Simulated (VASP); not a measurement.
# FeCo3 (Pm-3m) in VASP: further runs, part 2 of 2

VASP 6.6.1. Earlier steps stand in the parts before.

### 3 Single point, r2SCAN, collinear spin, ferromagnetic start

This run uses another cell than the first one, of 11.06 Å³/atom.

The input, POSCAR:

```
FeCo3
1.0
    3.5370922735      0.0000000000      0.0000000000
    0.0000000000      3.5370922735      0.0000000000
    0.0000000000      0.0000000000      3.5370922735
Fe Co
1 3
Direct
    0.0000000000      0.0000000000      0.0000000000
    0.5000000000      0.5000000000      0.0000000000
    0.5000000000      0.0000000000      0.5000000000
    0.0000000000      0.5000000000      0.5000000000
```

The input, INCAR.step1:

```
PREC = Accurate
ENCUT = 520
ISMEAR = 0
SIGMA = 0.1
LREAL = F
LASPH = T
NELM = 150
ISPIN = 2
MAGMOM = 4 3 3 3
LMAXMIX = 4
NBANDS = 30
GGA = PE
ALGO = Normal
EDIFF = 1E-4
LWAVE = T
LCHARG = F
```

The input, INCAR.step2:

```
PREC = Accurate
ENCUT = 520
EDIFF = 1E-6
ISMEAR = 0
SIGMA = 0.1
LREAL = F
LASPH = T
NELM = 150
ALGO = Normal
ISIF = 2
LWAVE = F
LCHARG = F
ISPIN = 2
MAGMOM = 4 3 3 3
LORBIT = 11
LMAXMIX = 4
METAGGA = R2SCAN
LMIXTAU = T
NBANDS = 30
ISTART = 1
```

The input, KPOINTS:

```
Automatic mesh
0
Gamma
  12 12 12
```

Potentials or basis: VASP PAW PBE potentials, release 64 (Fe, Co).

The run is started by

```bash
> cat potpaw_PBE.64/Fe/POTCAR potpaw_PBE.64/Co/POTCAR > POTCAR
> cp INCAR.step1 INCAR
> mpirun -np 1 vasp_std > vasp.out
> cp INCAR.step2 INCAR
> mpirun -np 1 vasp_std > vasp.out
```

OUTCAR:

```text
PREC = Accurate
   ENCUT = 520
   EDIFF = 1E-6
   ISMEAR = 0
   LREAL = F
   LASPH = T
   NELM = 150
   ISIF = 2
   ISPIN = 2
   LORBIT = 11
   METAGGA = R2SCAN
   ISTART = 1

 ion  position               nearest neighbor table
   1  0.000  0.000  0.000-   2 2.50   3 2.50   4 2.50   3 2.50   4 2.50   2 2.50   4 2.50   4 2.50
                             2 2.50   3 2.50   3 2.50   2 2.50
   2  0.500  0.500  0.000-   1 2.50   3 2.50   4 2.50   3 2.50   4 2.50   1 2.50   3 2.50   3 2.50
                             1 2.50   4 2.50   4 2.50   1 2.50
   3  0.500  0.000  0.500-   1 2.50   2 2.50   4 2.50   1 2.50   2 2.50   2 2.50   4 2.50   2 2.50
                             1 2.50   4 2.50   1 2.50   4 2.50
   4  0.000  0.500  0.500-   1 2.50   2 2.50   3 2.50   1 2.50   2 2.50   1 2.50   3 2.50   1 2.50
                             2 2.50   3 2.50   2 2.50   3 2.50

  LATTYP: Found a simple cubic cell.
 ALAT       =     3.5370922735

  Lattice vectors:

 A1 = (   3.5370922735,   0.0000000000,   0.0000000000)
 A2 = (   0.0000000000,   3.5370922735,   0.0000000000)
 A3 = (   0.0000000000,   0.0000000000,   3.5370922735)

Analysis of symmetry for initial positions (statically):
=====================================================================
 Subroutine PRICEL returns:
 Original cell was already a primitive cell.

 Routine SETGRP: Setting up the symmetry group for a
 simple cubic supercell.

 Subroutine GETGRP returns: Found 48 space group operations
 (whereof 48 operations were pure point group operations)
 out of a pool of 48 trial point group operations.

The static configuration has the point symmetry O_h .

Analysis of symmetry for dynamics (positions and initial velocities):
=====================================================================
 Subroutine PRICEL returns:
 Original cell was already a primitive cell.

 Routine SETGRP: Setting up the symmetry group for a
 simple cubic supercell.

 Subroutine GETGRP returns: Found 48 space group operations
[... 170 lines left out ...]
 E-fermi :   9.2603     XC(G=0): -14.5029

 val. band max:        9.2514028619   @ k =   0.1667   0.1667   0.0833
 cond. band min:       9.2700140093   @ k =   0.5000   0.3333   0.2500
 fundamental gap:      0.0186111473
 Fermi energy:         9.2603327450

 spin component 1

 k-point     1 :       0.0000    0.0000    0.0000
  band No.  band energies     occupation
      1      -0.1306      1.00000
      2       3.1438      1.00000
      3       3.1438      1.00000
      4       3.2358      1.00000
      5       3.9442      1.00000
      6       3.9442      1.00000
[... 757 lines left out ...]
     28      21.8713      0.00000
     29      22.4768      0.00000

 [... further k-points ...]

 spin component 2

 k-point     1 :       0.0000    0.0000    0.0000
  band No.  band energies     occupation
      1      -0.6103      1.00000
      2       5.2570      1.00000
      3       5.3031      1.00000
      4       5.3031      1.00000
      5       5.7055      1.00000
      6       5.7055      1.00000
[... 757 lines left out ...]
     28      22.7708      0.00000
     29      23.2430      0.00000

 [... further k-points ...]

 [bands above 29 left out]

------------------------ aborting loop because EDIFF is reached ----------------------------------------

  FORCE on cell =-STRESS in cart. coord.  units (eV):
  Direction    XX          YY          ZZ          XY          YZ          ZX
  --------------------------------------------------------------------------------------
  -------------------------------------------------------------------------------------
  Total       -0.0375471     -0.0375471     -0.0375471     -0.0000000      0.0000000     -0.0000000
  in kB       -1.3594031     -1.3594031     -1.3594031     -0.0000000      0.0000000     -0.0000000
  external PRESSURE =      -1.3594031 kB  Pullay stress =       0.0000000 kB

 VOLUME and BASIS-vectors are now :
 -----------------------------------------------------------------------------
  energy-cutoff  :      520.00
  volume of cell :       44.25
      direct lattice vectors                 reciprocal lattice vectors
     3.537092273  0.000000000  0.000000000     0.282718098  0.000000000  0.000000000
     0.000000000  3.537092273  0.000000000     0.000000000  0.282718098  0.000000000
     0.000000000  0.000000000  3.537092273     0.000000000  0.000000000  0.282718098

 POSITION                                       TOTAL-FORCE (eV/Angst)
 -----------------------------------------------------------------------------------
      0.00000      0.00000      0.00000         0.000000      0.000000      0.000000
      1.76855      1.76855      0.00000         0.000000      0.000000      0.000000
      1.76855      0.00000      1.76855         0.000000      0.000000      0.000000
      0.00000      1.76855      1.76855         0.000000      0.000000      0.000000
 -----------------------------------------------------------------------------------
    total drift:                                0.000000      0.000000      0.000000

  FREE ENERGIE OF THE ION-ELECTRON SYSTEM (eV)
  ---------------------------------------------------
  free  energy   TOTEN  =       -54.1272472134 eV

  energy  without entropy=      -54.1152316190  energy(sigma->0) =      -54.12123942

 total charge

# of ion       s       p       d       tot
------------------------------------------
    1        0.492   0.564   6.156   7.212
    2        0.512   0.560   7.223   8.295
    3        0.512   0.560   7.223   8.295
    4        0.512   0.560   7.223   8.295
--------------------------------------------------
tot          2.027   2.243  27.826  32.096

 magnetization (x)

# of ion       s       p       d       tot
------------------------------------------
    1        0.009  -0.056   2.921   2.874
    2       -0.011  -0.075   1.914   1.828
    3       -0.011  -0.075   1.914   1.828
    4       -0.011  -0.075   1.914   1.828
--------------------------------------------------
tot         -0.024  -0.282   8.663   8.356
```

OSZICAR.step1:

```text
N       E                     dE             d eps       ncg     rms          rms(c)
DAV:   1     0.232969815624E+03    0.23297E+03   -0.15924E+04 10592   0.161E+03
DAV:   2    -0.180108982774E+02   -0.25098E+03   -0.23359E+03 10080   0.302E+02
DAV:   3    -0.319480935176E+02   -0.13937E+02   -0.13261E+02 11124   0.977E+01
DAV:   4    -0.321538573492E+02   -0.20576E+00   -0.20556E+00 11604   0.122E+01
DAV:   5    -0.321624692568E+02   -0.86119E-02   -0.86115E-02 15124   0.189E+00    0.230E+01
DAV:   6    -0.302647854312E+02    0.18977E+01   -0.22630E+01 11130   0.720E+01    0.133E+01
DAV:   7    -0.343083610441E+02   -0.40436E+01   -0.16440E+01 11622   0.861E+01    0.332E+01
DAV:   8    -0.292759320451E+02    0.50324E+01   -0.74552E+00 12628   0.581E+01    0.437E+00
DAV:   9    -0.293273803927E+02   -0.51448E-01   -0.54548E-01 11906   0.692E+00    0.235E+00
DAV:  10    -0.293110388331E+02    0.16342E-01   -0.26317E-02 14306   0.161E+00    0.978E-01
DAV:  11    -0.293091374066E+02    0.19014E-02   -0.28826E-03 12258   0.811E-01    0.380E-01
DAV:  12    -0.293095932790E+02   -0.45587E-03   -0.98010E-04 11848   0.531E-01    0.103E-01
DAV:  13    -0.293096456672E+02   -0.52388E-04   -0.13477E-04  7126   0.156E-01
   1 F= -.29309646E+02 E0= -.29299415E+02  d E =-.204614E-01  mag=     7.3854
```

Run time: 6.3 min. Hardware: 1 thread of Intel Xeon 6975P-C (Granite Rapids), shared host; peak memory 0.3 GiB.

What came out:

```yaml
Free_energy: -54.1272 eV
Pressure: -0.1 GPa
Net_moment: 8.14 μB per cell
Site_moments: Fe +2.87; Co +1.83 μB
Valence_electrons_inside_the_program's_atomic_spheres: Fe 7.21; Co 8.29
```

Levels at points of the mesh, in eV from the Fermi level:
Spin up:
| k point | band 18 | band 19 | band 20 | band 21 | band 22 | band 23 | band 24 | band 25 | band 26 | band 27 |
| --- | --- | --- | --- | --- | --- | --- | --- | --- | --- | --- |
| (0.00, 0.00, 0.00) | -1.22 | -1.06 | -1.06 | -1.06 | 2.40 | 2.40 | 2.40 | 9.35 | 9.35 | 9.40 |
| (0.50, 0.00, 0.00) | -2.32 | -2.27 | -2.18 | -1.22 | -1.06 | 7.85 | 7.85 | 7.91 | 7.91 | 9.82 |
| (0.50, 0.50, 0.00) | -2.27 | -2.23 | -1.99 | 0.44 | 0.44 | 0.49 | 0.70 | 11.63 | 11.77 | 11.77 |
| (0.50, 0.50, 0.50) | -1.57 | -1.33 | -1.33 | -0.55 | -0.44 | -0.44 | -0.44 | 5.85 | 5.85 | 5.85 |
Spin down:
| k point | band 11 | band 12 | band 13 | band 14 | band 15 | band 16 |
| --- | --- | --- | --- | --- | --- | --- |
| (0.00, 0.00, 0.00) | 1.13 | 1.13 | 1.28 | 1.28 | 1.28 | 2.07 |
| (0.50, 0.00, 0.00) | -0.29 | -0.29 | -0.04 | 0.06 | 0.54 | 0.54 |
| (0.50, 0.50, 0.00) | -1.30 | -1.20 | -0.12 | 0.11 | 0.31 | 0.31 |
| (0.50, 0.50, 0.50) | -0.86 | -0.82 | -0.82 | -0.59 | -0.59 | -0.59 |

Caveat: the PAW data sets were made with another functional, which shifts forces and pressure a little.
